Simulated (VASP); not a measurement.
A run of VASP 6.6.1 is set up as follows.

INCAR

```
ALGO = Normal ; EDIFF = 1E-7
ENCUT = 520 ; GGA = PS
ISIF = 2 ; ISMEAR = 0
LASPH = T ; LCHARG = F
LREAL = F ; LWAVE = F
NBANDS = 16 ; NELM = 60
PREC = Accurate ; SIGMA = 0.1
```

Contents of KPOINTS:

```
k-points
0
Gamma
  6 6 4
```

Contents of POSCAR:

```
Te
1.0
    4.4381312168      0.0000000000      0.0000000000
   -2.2190656084      3.8435343791      0.0000000000
    0.0000000000      0.0000000000      5.6201397287
Te
3
Direct
    0.2486416236      0.0000000000      0.3333333333
    0.0000000000      0.2486416236      0.6666666667
    0.7513583764      0.7513583764      0.0000000000
```

Potentials or basis: VASP PAW PBE potentials, release 64 (Te).

Command:

```console
$ cat potpaw_PBE.64/Te/POTCAR > POTCAR
$ mpirun -np 1 vasp_std > vasp.out
```

**Question.** Estimate the pressure.

**Answer.** 7.0 GPa.

**Question.** Predict the largest force.

**Answer.** 1.600 eV/Å.

**Question.** What does it give for the band gap on the k mesh?

**Answer.** 0.38 eV, direct.

Stress tensor (GPa, compression positive):
```
 5.36  0.00  0.00
 0.00  5.36  0.00
 0.00  0.00 10.42
```

Caveat: the PAW data sets were made with another functional, which shifts forces and pressure a little; spin-orbit coupling is left out, which moves the levels of the heavy elements. A k mesh can miss the band edges.
